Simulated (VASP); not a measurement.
Runs of VASP 6.6.1 on AlN. The structure is that of space group F-43m (No. 216), or close to it. The cells are those of the table. 

```tsv
task	cell	cutoff (eV)	gap on the mesh (eV)	pressure (GPa)
single point	a = 3.100 Å, angles 60.0, 60.0, 90.0°, 2 atoms	520	3.93	(c)
single point	a = 3.045 Å, angles 60.0, 60.0, 90.0°, 2 atoms	520	3.97	9.7
single point	a = 3.058 Å, angles 60.0, 60.0, 90.0°, 2 atoms	520	(b)	(a)
single point	a = 3.026 Å, angles 60.0, 60.0, 90.0°, 2 atoms	520	3.98	14.7
single point	a = 3.080 Å, angles 60.0, 60.0, 90.0°, 2 atoms	520	3.94	(d)
single point	a = 3.071 Å, angles 60.0, 60.0, 90.0°, 2 atoms	520	3.95	3.6
relaxation of cell and atoms	relaxed to -2 GPa from a = 3.090 Å, angles 60.0, 60.0, 90.0°, 2 atoms	600	3.93	-2.0
```

Alike in all rows: level r2SCAN; potentials or basis VASP PAW PBE potentials, release 64 (Al, N); no spin polarisation; k mesh 10 × 10 × 10; smearing gaussian 0.01 eV.

Fill in the values left out.

(a) 6.6; (b) 3.96; (c) -2.4; (d) 1.6.

Caveats: the PAW data sets were made with another functional, which shifts forces and pressure a little; the cell is relaxed towards a set pressure, so the enthalpy falls and the energy may rise (some runs).

A k mesh can miss the band edges.
